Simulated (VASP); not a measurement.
Wanted: the native input for a VASP 6.6.1 run.

```
Task                   : single point
Functional             : PBE
Potentials or basis    : VASP PAW PBE potentials, release 64 (W_sv)
Cutoff                 : 520 eV
k mesh                 : 12 × 12 × 12
Occupations            : fermi-dirac, width 0.136057 eV
Spin                   : no spin polarisation
Dipole correction      : no
Further INCAR settings : ALGO = Normal; EDIFF = 1e-07; NBANDS = 13
```

The structure of W lies in POSCAR:

```
W
1.0
    2.6466434303      0.0000000000      0.0000000000
    0.0000000000      2.6466434303      0.0000000000
    0.0000000000      0.0000000000      2.6466434303
W
1
Direct
    0.0000000000      0.0000000000      0.0000000000
```

The input as run:

INCAR

```
PREC = Accurate ; ENCUT = 520
EDIFF = 1E-7 ; ISMEAR = -1
SIGMA = 0.13605693000000002 ; LREAL = F
LASPH = T ; NELM = 60
ALGO = Normal ; ISIF = 2
LWAVE = F ; LCHARG = F
GGA = PE ; NBANDS = 13
```

KPOINTS

```
Automatic mesh
0
Gamma
  12 12 12
```

Potentials or basis: VASP PAW PBE potentials, release 64 (W_sv).

The run is started by

```sh
$ cat potpaw_PBE.64/W_sv/POTCAR > POTCAR
$ mpirun -np 1 vasp_std > vasp.out
```

Results of the run:

| Item | Value |
| --- | --- |
| Pressure | -1.6 GPa |
| Band gap on the k mesh | zero (band 7 reaches 10.96 eV, above the bottom of band 8 at 8.52 eV) |

Caveat: spin-orbit coupling is left out, which moves the levels of the heavy elements.

Run time: 22 s on 1 thread of Intel Xeon 8259CL, with other jobs on the host, peak memory 0.13 GiB.
